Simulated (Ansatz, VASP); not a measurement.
Two plane-wave programs on Ag

```
Ag
1.0
     2.92230    0.00000    0.00000
    -1.46115    2.53079    0.00000
     0.00000    0.00000    4.70166
Ag
2
Direct
  0.33333 0.66667 0.25000
  0.66667 0.33333 0.75000
```

Alike in both runs: task relaxation of cell and atoms; functional PBEsol; k mesh 18 × 18 × 10; occupations gaussian, width 0.1 eV; no spin polarisation.

|  | VASP | Ansatz |
| --- | --- | --- |
| version | VASP 6.6.1 | Ansatz 0.2.0 |
| potentials or method | VASP PAW PBE potentials, release 64 (Ag), cutoff 600 eV | scalar-relativistic, plane waves, PAW |
| valence electrons in the cell | 22 | 38 |

|  | VASP | Ansatz | Ansatz less VASP |
| --- | --- | --- | --- |
| gap on the k mesh at the Fermi level, each at its own relaxed structure (eV) | none | none | - |
| relaxed volume (Å³/atom) | 16.67 | 16.70 | +0.028 |
| relaxed length of the cell vector where the two differ most in proportion (Å) | 4.687 | 4.691 | +0.0034 |

VASP's potentials were made for PBE, not for PBEsol. A gap of «none» marks a metal or a gap that the smearing closes. VASP's potentials hold 22 valence electrons a cell and Ansatz's 38, so a difference there can come from the potentials and not from the codes.
